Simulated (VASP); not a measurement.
# Pd (Fm-3m) in VASP: further runs

Pd is run at these levels: PBE; tasks: single point.

Program: VASP 6.6.1. These are calculated values, not measurements. Logs are shortened: lines on timing, memory, paths and dates and some standing lists are left out, and cuts for length are marked.

**1. The cell of the first run**

Symmetry: Fm-3m, No. 225, cubic system. Conventional cell: a = 3.943 Å, b = 3.943 Å, c = 3.943 Å, α = 90.00°, β = 90.00°, γ = 90.00°. Pd (site symmetry m-3m) has 12 Pd at 2.79 Å within 3.7 Å.

**2. Single point, PBE**

INCAR

```
SYSTEM = Pd
PREC     = Accurate       ! precision mode
ENCUT    = 520            ! plane-wave cutoff, eV
EDIFF    = 1E-6           ! SCF threshold, eV
ISMEAR   = -1             ! smearing method
SIGMA    = 0.05           ! smearing width, eV
LREAL    = .FALSE.        ! projectors in reciprocal space
LASPH    = .TRUE.         ! aspherical terms in the spheres
NELM     = 80             ! most SCF steps
ALGO     = Normal         ! electronic algorithm
ISIF     = 2              ! what is computed and relaxed
LWAVE    = .FALSE.        ! write WAVECAR
LCHARG   = .TRUE.         ! write CHGCAR
GGA      = PE             ! functional
LELF     = .TRUE.         ! ELF
LVHAR    = .TRUE.       
NBANDS   = 11             ! bands
```

KPOINTS

```
Automatic mesh
0
G
  18 18 18
  0 0 0
```

POSCAR

```
Pd
1.0
    0.0000000000      1.9712891000      1.9712891000
    1.9712891000      0.0000000000      1.9712891000
    1.9712891000      1.9712891000      0.0000000000
Pd
1
Direct
    0.0000000000      0.0000000000      0.0000000000
```

Potentials or basis: VASP PAW PBE potentials, release 64 (Pd).

Run with:

```sh
$ cat potpaw_PBE.64/Pd/POTCAR > POTCAR
$ mpirun -np 1 vasp_std > vasp.out
```

OUTCAR:

```text
SYSTEM = Pd
   PREC = Accurate
   ENCUT = 520
   EDIFF = 1E-6
   ISMEAR = -1
   LREAL = .FALSE.
   LASPH = .TRUE.
   NELM = 80
   ISIF = 2
   GGA = PE

 ion  position               nearest neighbor table
   1  0.000  0.000  0.000-

  LATTYP: Found a face centered cubic cell.
 ALAT       =     3.9425782000

  Lattice vectors:

 A1 = (   0.0000000000,   1.9712891000,   1.9712891000)
 A2 = (   1.9712891000,   0.0000000000,   1.9712891000)
 A3 = (   1.9712891000,   1.9712891000,   0.0000000000)

Analysis of symmetry for initial positions (statically):
=====================================================================
 Subroutine PRICEL returns:
 Original cell was already a primitive cell.

 Routine SETGRP: Setting up the symmetry group for a
 face centered cubic supercell.

 Subroutine GETGRP returns: Found 48 space group operations
 (whereof 48 operations were pure point group operations)
 out of a pool of 48 trial point group operations.

The static configuration has the point symmetry O_h .

Analysis of symmetry for dynamics (positions and initial velocities):
=====================================================================
 Subroutine PRICEL returns:
 Original cell was already a primitive cell.

 Routine SETGRP: Setting up the symmetry group for a
 face centered cubic supercell.

 Subroutine GETGRP returns: Found 48 space group operations
 (whereof 48 operations were pure point group operations)
 out of a pool of 48 trial point group operations.

The dynamic configuration has the point symmetry O_h .

 Subroutine INISYM returns: Found 48 space group operations
 (whereof 48 operations are pure point group operations),
 and found     1 'primitive' translations

----------------------------------------------------------------------------------------

                                     Primitive cell

  volume of cell :      15.3208

  direct lattice vectors                    reciprocal lattice vectors
     0.000000000  1.971289100  1.971289100    -0.253641133  0.253641133  0.253641133
     1.971289100  0.000000000  1.971289100     0.253641133 -0.253641133  0.253641133
     1.971289100  1.971289100  0.000000000     0.253641133  0.253641133 -0.253641133

  length of vectors
     2.787823781  2.787823781  2.787823781     0.439319329  0.439319329  0.439319329

  position of ions in fractional coordinates (direct lattice)
     0.000000000  0.000000000  0.000000000

  ion indices of the primitive-cell ions
   primitive index   ion index
                 1           1

----------------------------------------------------------------------------------------

 KPOINTS: Automatic mesh

Automatic generation of k-mesh.
 Grid dimensions read from file:
 generate k-points for:   18   18   18

 Generating k-lattice:

  Cartesian coordinates                     Fractional coordinates (reciprocal lattice)
    -0.014091174  0.014091174  0.014091174     0.055555556  0.000000000  0.000000000
     0.014091174 -0.014091174  0.014091174     0.000000000  0.055555556  0.000000000
     0.014091174  0.014091174 -0.014091174     0.000000000  0.000000000  0.055555556

  Length of vectors
     0.024406629  0.024406629  0.024406629

  Shift w.r.t. Gamma in fractional coordinates (k-lattice)
     0.000000000  0.000000000  0.000000000

 Subroutine IBZKPT returns following result:
 ===========================================

 Found    195 irreducible k-points:

 Following reciprocal coordinates:
            Coordinates               Weight
  0.000000  0.000000  0.000000      1.000000
  0.055556  0.000000  0.000000      8.000000
  0.111111  0.000000  0.000000      8.000000
  0.166667  0.000000  0.000000      8.000000
  0.222222  0.000000  0.000000      8.000000
  0.277778  0.000000  0.000000      8.000000
[... 16 lines left out ...]
 -0.277778  0.055556  0.000000     24.000000
 -0.222222  0.055556  0.000000     24.000000
 [... further k-points ...]
   k-points           NKPTS =    195   k-points in BZ     NKDIM =    195   number of bands    NBANDS=     11
   number of dos      NEDOS =    301   number of ions     NIONS =      1
   total plane-waves  NPLWV =  13824
   dimension x,y,z NGX =    24 NGY =   24 NGZ =   24
   dimension x,y,z NGXF=    48 NGYF=   48 NGZF=   48
   ions per type =               1
   NGX,Y,Z   is equivalent  to a cutoff of  14.31, 14.31, 14.31 a.u.
   NGXF,Y,Z  is equivalent  to a cutoff of  28.62, 28.62, 28.62 a.u.
 SYSTEM =  Pd
   PREC   = accura    normal or accurate (medium, high low for compatibility)
   ISTART =      0    job   : 0-new  1-cont  2-samecut
   ICHARG =      2    charge: 1-file 2-atom 10-const
   ISPIN  =      1    spin polarized calculation?
   LNONCOLLINEAR =      F non collinear calculations
   LSORBIT =      F    spin-orbit coupling
   LASPH  =      T    aspherical Exc in radial PAW
   ENCUT  =  520.0 eV  38.22 Ry    6.18 a.u.   5.18  5.18  5.18*2*pi/ulx,y,z
   NELM   =     80;   NELMIN=  2; NELMDL= -5     # of ELM steps
   EDIFF  = 0.1E-05   stopping-criterion for ELM
   LREAL  =      F    real-space projection
   EDIFFG = 0.1E-04   stopping-criterion for IOM
   NSW    =      0    number of steps for IOM
   IBRION =     -1    ionic relax: 0-MD 1-quasi-New 2-CG
   NFREE  =      0    steps in history (QN), initial steepest desc. (CG)
   ISIF   =      2    stress and relaxation
   ISYM   =      2    0-nonsym 1-usesym 2-fastsym
   POTIM  = 0.5000    time-step for ionic-motion
   TEBEG  =    0.0;   TEEND  =   0.0 temperature during run
   PSTRESS=    0.0 pullay stress
   NELECT =      10.0000    total number of electrons
   NUPDOWN=      -1.0000    fix difference up-down
   EMIN   =  10.00;   EMAX   =-10.00  energy-range for DOS
   EFERMI =   0.00;   METHOD = LEGACY
   ISMEAR =    -1;   SIGMA  =   0.05  broadening in eV -4-tet -1-fermi 0-gaus
   EFERMI_NEDOS =   21; number of points for ismear=-14 and -15
   IALGO  =     38    algorithm
   IMIX   =      4    mixing-type and parameters
     AMIX     =   0.40;   BMIX     =  1.00
     AMIX_MAG =   1.60;   BMIX_MAG =  1.00
  volume/ion in A,a.u.               =      15.32       103.39
  Fermi-wavevector in a.u.,A,eV,Ry     =   1.420086  2.683573 27.438094  2.016643
  Thomas-Fermi vector in A             =   2.541038
   LORBIT       =      0    0 simple, 1 ext, 2 COOP (PROOUT), +10 PAW based schemes
   GGA     = PE    functional components
   LHFCALC =     F    Hartree Fock is set to
   AEXX    =    0.0000 exact exchange contribution
   IVDW    =     0    specifies the selected vdW correction
   LEPSILON=     F    determine dielectric tensor
   LRPA    =     F    only Hartree local field effects (RPA)
 non-spin polarized calculation
  energy-cutoff  :      520.00
  volume of cell :       15.32
 maximum number of plane-waves:       424
 NGX is ok and might be reduce to    24
   NGX = 11   NGY = 11   NGZ = 11

 number of electron      10.0000000 magnetization

 Free energy of the ion-electron system (eV)
  ---------------------------------------------------
  ext. energy  EPLUGINS =         0.00000000
  ---------------------------------------------------
  free energy    TOTEN  =        -5.22970081 eV

  energy without entropy =       -5.21067457  energy(sigma->0) =       -5.22018769

 E-fermi :   9.1533     XC(G=0): -12.9492

 val. band max:        9.1482383596   @ k =  -0.4444   0.3889   0.1111
 cond. band min:       9.1556165533   @ k =  -0.3889   0.3889   0.0556
 fundamental gap:      0.0073781936
 Fermi energy:         9.1533167728

 k-point     1 :       0.0000    0.0000    0.0000
  band No.  band energies     occupation
      1       2.3058      2.00000
      2       6.4833      2.00000
      3       6.4833      2.00000
      4       6.4833      2.00000
      5       7.9962      2.00000
      6       7.9962      2.00000
      7      26.3227      0.00000
      8      30.8838      0.00000
      9      30.8838      0.00000
     10      30.8838      0.00000
     11      35.4734      0.00000

 k-point     2 :       0.0556    0.0000    0.0000
  band No.  band energies     occupation
      1       2.4146      2.00000
      2       6.4458      2.00000
      3       6.5204      2.00000
      4       6.5204      2.00000
      5       7.9786      2.00000
      6       7.9786      2.00000
      7      26.4300      0.00000
      8      30.1228      0.00000
      9      31.0010      0.00000
     10      31.0010      0.00000
     11      35.5875      0.00000

 k-point     3 :       0.1111    0.0000    0.0000
  band No.  band energies     occupation
      1       2.7293      2.00000
      2       6.3524      2.00000
      3       6.6172      2.00000
      4       6.6172      2.00000
      5       7.9420      2.00000
      6       7.9420      2.00000
      7      26.6463      0.00000
      8      28.6010      0.00000
      9      31.3311      0.00000
     10      31.3311      0.00000
     11      36.0872      0.00000

 k-point     4 :       0.1667    0.0000    0.0000
  band No.  band energies     occupation
      1       3.2062      2.00000
      2       6.2653      2.00000
      3       6.7256      2.00000
      4       6.7256      2.00000
      5       7.9378      2.00000
      6       7.9378      2.00000
      7      26.1479      0.00000
      8      27.5564      0.00000
      9      31.7997      0.00000
     10      31.7997      0.00000
     11      34.9883      0.00000
[... 239 lines left out ...]
 k-point    22 :      -0.3333    0.0556    0.0000
  band No.  band energies     occupation
      1       4.3164      2.00000
      2       6.5655      2.00000
      3       6.6432      2.00000
      4       7.5821      2.00000
      5       8.4925      2.00000
      6       9.1931      0.62221
      7      19.6909      0.00000
      8      26.3880      0.00000
      9      29.8346      0.00000
     10      31.8814      0.00000
     11      34.8540      0.00000

 k-point    23 :      -0.2778    0.0556    0.0000
  band No.  band energies     occupation
      1       4.2650      2.00000
      2       6.6244      2.00000
      3       6.7485      2.00000
      4       6.8439      2.00000
      5       8.1591      2.00000
      6       8.7301      1.99958
      7      21.7180      0.00000
      8      26.8652      0.00000
      9      30.4352      0.00000
     10      33.2696      0.00000
     11      33.9427      0.00000

 k-point    24 :      -0.2222    0.0556    0.0000
  band No.  band energies     occupation
      1       3.9770      2.00000
      2       6.2784      2.00000
      3       6.7913      2.00000
      4       6.8226      2.00000
      5       7.8883      2.00000
      6       8.3818      2.00000
      7      23.7675      0.00000
      8      27.2587      0.00000
      9      30.9084      0.00000
     10      33.3774      0.00000
     11      33.6855      0.00000

 [... further k-points ...]

------------------------ aborting loop because EDIFF is reached ----------------------------------------

  FORCE on cell =-STRESS in cart. coord.  units (eV):
  Direction    XX          YY          ZZ          XY          YZ          ZX
  --------------------------------------------------------------------------------------
  -------------------------------------------------------------------------------------
  Total       -0.0277100     -0.0277100     -0.0277100      0.0000000      0.0000000     -0.0000000
  in kB       -2.8977855     -2.8977855     -2.8977855      0.0000000      0.0000000     -0.0000000
  external PRESSURE =      -2.8977855 kB  Pullay stress =       0.0000000 kB

 VOLUME and BASIS-vectors are now :
 -----------------------------------------------------------------------------
  energy-cutoff  :      520.00
  volume of cell :       15.32
      direct lattice vectors                 reciprocal lattice vectors
     0.000000000  1.971289100  1.971289100    -0.253641133  0.253641133  0.253641133
     1.971289100  0.000000000  1.971289100     0.253641133 -0.253641133  0.253641133
     1.971289100  1.971289100  0.000000000     0.253641133  0.253641133 -0.253641133

 POSITION                                       TOTAL-FORCE (eV/Angst)
 -----------------------------------------------------------------------------------
      0.00000      0.00000      0.00000         0.000000      0.000000      0.000000
 -----------------------------------------------------------------------------------
    total drift:                               -0.000000      0.000000      0.000000

  FREE ENERGIE OF THE ION-ELECTRON SYSTEM (eV)
  ---------------------------------------------------
  free  energy   TOTEN  =        -5.2297008073 eV

  energy  without entropy=       -5.2106745666  energy(sigma->0) =       -5.22018769
```

It took 19 s on 1 thread of Intel Xeon Platinum 8488C (Sapphire Rapids), shared host; peak memory 0.16 GiB.

What came out:

| Item | Value |
| --- | --- |
| Free energy | -5.2297 eV |
| Pressure | -0.3 GPa |
| Band gap on the k mesh | zero (band 5 reaches 9.42 eV, above the bottom of band 6 at 7.94 eV) |

**3. Single point, PBE**

INCAR

```
SYSTEM = Pd
ALGO = Normal
EDIFF = 1E-7
ENCUT = 520
GGA = PE
ISIF = 2
ISMEAR = -1
LASPH = .True.
LCHARG = .False.
LREAL = .False.
LWAVE = .False.
NBANDS = 11
NELM = 60
PREC = Accurate
SIGMA = 0.05
```

KPOINTS

```
k-points
0
Gamma
  18 18 18
  0 0 0
```

POSCAR

```
Pd
1.0
    0.0000000000      1.9708898567      1.9708898567
    1.9708898567      0.0000000000      1.9708898567
    1.9708898567      1.9708898567      0.0000000000
Pd
1
Direct
    0.0000000000      0.0000000000      0.0000000000
```

Potentials or basis: VASP PAW PBE potentials, release 64 (Pd).

Run with:

```sh
$ cat potpaw_PBE.64/Pd/POTCAR > POTCAR
$ mpirun -np 1 vasp_std > vasp.out
```

It took 18 s on 1 thread of Intel Xeon Platinum 8488C (Sapphire Rapids), shared host; peak memory 0.16 GiB.

Results (log left out):

| Quantity | Value |
| --- | --- |
| Free energy | -5.2297 eV |
| Pressure | -0.2 GPa |
| Band gap on the k mesh | zero (band 5 reaches 9.43 eV, above the bottom of band 6 at 7.95 eV) |

Levels at points of the mesh, in eV from the Fermi level:
| k point | band 3 | band 4 | band 5 | band 6 | band 7 | band 8 |
| --- | --- | --- | --- | --- | --- | --- |
| (0.00, 0.00, 0.00) | -2.67 | -2.67 | -1.16 | -1.16 | 17.17 | 21.73 |
| (0.50, 0.00, 0.00) | -2.71 | -0.03 | -0.03 | 1.10 | 7.03 | 16.52 |
| (0.50, 0.50, 0.00) | -0.06 | 0.27 | 0.27 | 3.36 | 10.39 | 13.01 |
